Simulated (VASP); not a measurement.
# Sb (Cmcm) in VASP: a series of runs, part 2 of 2

VASP 6.6.1. The steps go on from the part before.

### 5 Single point, PBEsol (strain +0.0450 x Voigt [1, -1, 0, 0, 0, 0])

File INCAR:

```
ALGO = Normal
EDIFF = 1E-7
ENCUT = 520
GGA = PS
ISIF = 2
ISMEAR = 0
LASPH = T
LCHARG = T
LELF = T
LREAL = F
LVHAR = T
LWAVE = F
NBANDS = 12
NELM = 100
PREC = Accurate
SIGMA = 0.15
```

File KPOINTS:

```
k-points
0
Gamma
  18 18 10
```

File POSCAR:

```
Sb
1.0
    3.5206051876      0.0000000000      0.0000000000
   -1.7603025938      2.7863459525      0.0000000000
    0.0000000000      0.0000000000      5.3300000000
Sb
2
Direct
    0.3333333333      0.6666666667      0.2500000000
    0.6666666667      0.3333333333      0.7500000000
```

Potentials or basis: VASP PAW PBE potentials, release 64 (Sb).

Started as:

```console
$ cat potpaw_PBE.64/Sb/POTCAR > POTCAR
$ mpirun -np 1 vasp_std > vasp.out
```

OUTCAR:

```text
EDIFF = 1E-7
   ENCUT = 520
   GGA = PS
   ISIF = 2
   ISMEAR = 0
   LASPH = T
   LREAL = F
   NELM = 100
   PREC = Accurate

 ion  position               nearest neighbor table
   1  0.333  0.667  0.250-   2 3.25   2 3.25   2 3.33   2 3.33   2 3.33   2 3.33
   2  0.667  0.333  0.750-   1 3.25   1 3.25   1 3.33   1 3.33   1 3.33   1 3.33

  Warning from LATTYP: Monoclinic adjustment (A1->A3, A2->A1, A3->A2)!
  LATTYP: Found a base centered orthorhombic cell.
 ALAT       =     3.5206051876
 B/A-ratio  =     1.5828789677
 C/A-ratio  =     1.5139442556

  Lattice vectors:

 A1 = (   1.7603025938,  -2.7863459525,   0.0000000000)
 A2 = (   1.7603025938,   2.7863459525,   0.0000000000)
 A3 = (   0.0000000000,   0.0000000000,   5.3300000000)

Analysis of symmetry for initial positions (statically):
=====================================================================
 Subroutine PRICEL returns:
 Original cell was already a primitive cell.

 Routine SETGRP: Setting up the symmetry group for a
 base centered orthorhombic supercell.

 Subroutine GETGRP returns: Found  8 space group operations
[... 180 lines left out ...]
      4      11.6495      0.00000
      5      12.4592      0.00000
      6      13.3848      0.00000
      7      14.1653      0.00000
      8      14.7799      0.00000
      9      16.5129      0.00000
     10      17.9056      0.00000
     11      17.9396      0.00000
     12      19.5046      0.00000
[... 331 lines left out ...]
 k-point    24 :      -0.2778    0.0556    0.0000
  band No.  band energies     occupation
      1      -3.3760      2.00000
      2       0.6112      2.00000
      3       3.8859      2.00000
      4       6.5831      2.00000
      5       9.4189      0.00000
      6      10.4680      0.00000
      7      12.2756      0.00000
      8      13.2974      0.00000
      9      15.4938      0.00000
     10      16.6651      0.00000
     11      18.9857      0.00000
     12      19.3679      0.00000

 [... further k-points ...]

------------------------ aborting loop because EDIFF is reached ----------------------------------------

  FORCE on cell =-STRESS in cart. coord.  units (eV):
  Direction    XX          YY          ZZ          XY          YZ          ZX
  --------------------------------------------------------------------------------------
  -------------------------------------------------------------------------------------
  Total        0.1748440     -0.1979690      0.2153289      0.0000000      0.0000000      0.0000000
  in kB        5.3577406     -6.0663611      6.5983190      0.0000000      0.0000000      0.0000000
  external PRESSURE =       1.9632328 kB  Pullay stress =       0.0000000 kB

 VOLUME and BASIS-vectors are now :
 -----------------------------------------------------------------------------
  energy-cutoff  :      520.00
  volume of cell :       52.29
      direct lattice vectors                 reciprocal lattice vectors
     3.520605188  0.000000000  0.000000000     0.284042074  0.179446490  0.000000000
    -1.760302594  2.786345953  0.000000000     0.000000000  0.358892979  0.000000000
     0.000000000  0.000000000  5.330000000     0.000000000  0.000000000  0.187617261

 POSITION                                       TOTAL-FORCE (eV/Angst)
 -----------------------------------------------------------------------------------
     -0.00000      1.85756      1.33250         0.000000     -0.062518     -0.000000
      1.76030      0.92878      3.99750         0.000000      0.062518      0.000000
 -----------------------------------------------------------------------------------
    total drift:                               -0.000000      0.000000     -0.000000

  FREE ENERGIE OF THE ION-ELECTRON SYSTEM (eV)
  ---------------------------------------------------
  free  energy   TOTEN  =        -8.6893153017 eV

  energy  without entropy=       -8.6745410034  energy(sigma->0) =       -8.68192815
```

stdout:

```text
POSCAR found type information on POSCAR Sb
 POSCAR found :  1 types and       2 ions
 scaLAPACK will be used
 -----------------------------------------------------------------------------
|                                                                             |
|                                                                             |
|     You enforced a specific xc type in the INCAR file but a different       |
|     I HOPE YOU KNOW WHAT YOU ARE DOING!                                     |
|                                                                             |
 -----------------------------------------------------------------------------

 LDA part: xc-table for (Slater+PW92), standard interpolation
 POSCAR, INCAR and KPOINTS ok, starting setup
 FFT: planning ... GRIDC
 FFT: planning ... GRID_SOFT
 FFT: planning ... GRID
 WAVECAR not read
 entering main loop
```

Run time: 2.9 min. Hardware: 1 thread of Intel Xeon 6975P-C (Granite Rapids), shared host; peak memory 0.41 GiB.

Results:

* Free energy: -8.6893 eV
* Pressure: 0.2 GPa
* Largest force: 0.063 eV/Å
* Band gap on the k mesh: zero (bands 5 and 6 overlap by 7.10 eV)

Forces in eV/Å, atoms in the order of the input:
```
Sb   0.000 -0.063  0.000
Sb   0.000  0.063  0.000
```

Caveat: the cell differs from its parent crystal (strain +0.0450 x Voigt [1, -1, 0, 0, 0, 0]); the PAW data sets were made with another functional, which shifts forces and pressure a little; spin-orbit coupling is left out, which moves the levels of the heavy elements.

### 6 Single point, PBEsol (strain -0.0300 x Voigt [1, -1, 0, 0, 0, 0])

File INCAR:

```
PREC     = Accurate       # precision mode
ENCUT    = 520            # plane-wave cutoff, eV
EDIFF    = 1E-6           # SCF threshold, eV
ISMEAR   = 0              # smearing method
SIGMA    = 0.15           # smearing width, eV
LREAL    = False          # projectors in reciprocal space
LASPH    = True           # aspherical terms in the spheres
NELM     = 100            # most SCF steps
ALGO     = Normal         # electronic algorithm
ISIF     = 2              # what is computed and relaxed
LWAVE    = False          # write WAVECAR
LCHARG   = True           # write CHGCAR
GGA      = PS             # functional
LELF     = True           # ELF
LVHAR    = True         
NBANDS   = 12             # bands
```

File KPOINTS:

```
Automatic mesh
0
Gamma
  18 18 10
```

File POSCAR:

```
Sb
1.0
    3.2679301741      0.0000000000      0.0000000000
   -1.6339650871      3.0051689330      0.0000000000
    0.0000000000      0.0000000000      5.3300000000
Sb
2
Direct
    0.3333333333      0.6666666667      0.2500000000
    0.6666666667      0.3333333333      0.7500000000
```

Potentials or basis: VASP PAW PBE potentials, release 64 (Sb).

Started as:

```console
$ cat potpaw_PBE.64/Sb/POTCAR > POTCAR
$ mpirun -np 1 vasp_std > vasp.out
```

Run time: 2.1 min. Hardware: 1 thread of Intel Xeon 6975P-C (Granite Rapids), shared host; peak memory 0.4 GiB.

It converged, with:

| Quantity | Value |
| --- | --- |
| Free energy | -8.6766 eV |
| Pressure | 0.0 GPa |
| Largest force | 0.056 eV/Å |
| Band gap on the k mesh | zero (bands 5 and 6 overlap by 7.23 eV) |

Forces in eV/Å, atoms in the order of the input:
```
Sb   0.000  0.056  0.000
Sb   0.000 -0.056  0.000
```

Stress tensor (GPa, compression positive):
```
 0.15  0.00  0.00
 0.00 -0.74  0.00
 0.00  0.00  0.63
```

Levels at points of the mesh, in eV from the Fermi level:
```csv
k point,band 3,band 4,band 5,band 6,band 7,band 8
"(0.00, 0.00, 0.00)",-5.93,2.93,3.78,4.64,5.62,6.07
"(0.50, 0.00, 0.00)",-4.16,-2.86,-2.19,-0.15,-0.11,3.50
"(0.00, 0.50, 0.00)",-4.30,-2.92,-2.70,-0.26,0.90,4.57
"(0.00, 0.00, 0.50)",-0.42,-0.42,3.82,3.82,4.69,4.69
"(0.50, 0.00, 0.50)",-5.43,-5.43,1.18,1.18,2.04,2.04
"(0.00, 0.50, 0.50)",-5.54,-5.54,2.09,2.09,2.26,2.26
```

Caveat: the cell differs from its parent crystal (strain -0.0300 x Voigt [1, -1, 0, 0, 0, 0]); the PAW data sets were made with another functional, which shifts forces and pressure a little; spin-orbit coupling is left out, which moves the levels of the heavy elements.

### 7 Overview

```tsv
cell	gap on the mesh (eV)	pressure (GPa)	largest force (eV/Å)
a = 3.167, b = 3.474, c = 5.330 Å, angles 90.0, 90.0, 117.1°, 2 atoms	none	0.6	0.13
a = 3.571, b = 3.273, c = 5.330 Å, angles 90.0, 90.0, 123.1°, 2 atoms	none	0.5	0.07
a = 3.546, b = 3.284, c = 5.330 Å, angles 90.0, 90.0, 122.7°, 2 atoms	none	0.3	0.07
a = 3.521, b = 3.296, c = 5.330 Å, angles 90.0, 90.0, 122.3°, 2 atoms	none	0.2	0.06
a = 3.268, b = 3.421, c = 5.330 Å, angles 90.0, 90.0, 118.5°, 2 atoms	none	0.0	0.06
```

Alike in all rows: task single point; level PBEsol; potentials or basis VASP PAW PBE potentials, release 64 (Sb); no spin polarisation; k mesh 18 × 18 × 10; cutoff (eV) 520; smearing gaussian 0.15 eV.

Caveats: the PAW data sets were made with another functional, which shifts forces and pressure a little; spin-orbit coupling is left out, which moves the levels of the heavy elements.

Total energies depend on the potentials used, so only differences within one code and one set of settings carry meaning.
